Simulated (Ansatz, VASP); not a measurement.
# PbF2: VASP beside Ansatz

File INCAR:

```
ALGO = Normal ; EDIFF = 1E-6
ENCUT = 520 ; GGA = PE
ISIF = 2 ; ISMEAR = 0
LASPH = T ; LCHARG = F
LREAL = F ; LWAVE = F
NBANDS = 21 ; NELM = 60
PREC = Accurate ; SIGMA = 0.02
```

Contents of KPOINTS:

```
k-points
0
Gamma
  8 8 8
```

File POSCAR:

```
PbF2
1.0
   -0.1187940000      2.8743990210      2.8743990210
    2.8743990210     -0.1187940000      2.8743990210
    2.8743990210      2.8743990210     -0.1187940000
Pb F
1 2
Direct
    0.0000000000      0.0000000000      0.0000000000
    0.2571428535      0.2571428535      0.2571428535
    0.7428571465      0.7428571465      0.7428571465
```

Input for Ansatz:

```yaml
crystal:
  lattice:
    - [-0.118794, 2.874399021, 2.874399021]
    - [2.874399021, -0.118794, 2.874399021]
    - [2.874399021, 2.874399021, -0.118794]
  atoms:
    - { symbol: Pb, position: [0.0, 0.0, 0.0] }
    - { symbol: F, position: [0.2571428535, 0.2571428535, 0.2571428535] }
    - { symbol: F, position: [0.7428571465, 0.7428571465, 0.7428571465] }
basis:
  ecutwfc: 420
kpoints:
  mp_grid: { grid: [8, 8, 8] }
hamiltonian:
  xc: pbe
scf:
  occupations: { method: gaussian, width: 0.02 }
output:
  forces: true
  stress: true
  eigenvalues: true
```

Alike in both runs: task single point; functional PBE; k mesh 8 × 8 × 8; occupations gaussian, width 0.02 eV; no spin polarisation.

|  | VASP | Ansatz |
| --- | --- | --- |
| version | VASP 6.6.1 | Ansatz 0.2.0 |
| potentials or method | VASP PAW PBE potentials, release 64 (Pb_d, F), cutoff 520 eV | scalar-relativistic, plane waves, PAW |
| valence electrons in the cell | 28 | 28 |

```csv
,VASP,Ansatz,Ansatz less VASP
gap on the k mesh at the Fermi level (eV),4.39,4.40,+0.003
least direct gap on the mesh (eV),4.55,4.55,+0.002
pressure (GPa),5.0,5.2,+0.21
"traceless stress, the component that is largest in VASP (GPa)",0.65,0.64,-0.008
rms of the force components (eV/Å),0.025,0.026,+0.0008
```

Atom by atom the forces differ by 0.001 eV/Å (rms over components).

Neither program's run includes spin-orbit coupling.
